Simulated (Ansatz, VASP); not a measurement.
# One calculation of BN, two programs

```xyz
2
Lattice="0.0000 1.8075 1.8075 1.8075 0.0000 1.8075 1.8075 1.8075 0.0000" Properties=species:S:1:pos:R:3 pbc="T T T"
B     0.0000    0.0000    0.0000
N     2.7113    2.7113    2.7113
```

Alike in both runs: task single point; functional LDA; k mesh 8 × 8 × 8; occupations gaussian, width 0.1 eV; no spin polarisation.

|  | VASP | Ansatz |
| --- | --- | --- |
| version | VASP 6.6.1 | Ansatz 0.2.0 |
| potentials or method | VASP PAW LDA potentials, release 64 (B, N), cutoff 600 eV | scalar-relativistic, plane waves, PAW |
| valence electrons in the cell | 8 | 8 |

Ansatz gave:

- gap on the k mesh at the Fermi level (eV): 4.36
- least direct gap on the mesh (eV): 8.70
- pressure (GPa): -11.0

What did VASP give for the same quantities?

gap on the k mesh at the Fermi level (eV): 4.34; least direct gap on the mesh (eV): 8.68; pressure (GPa): -10.3.

LDA's correlation is that of Perdew and Zunger in VASP and of Perdew and Wang (1992) in Ansatz.
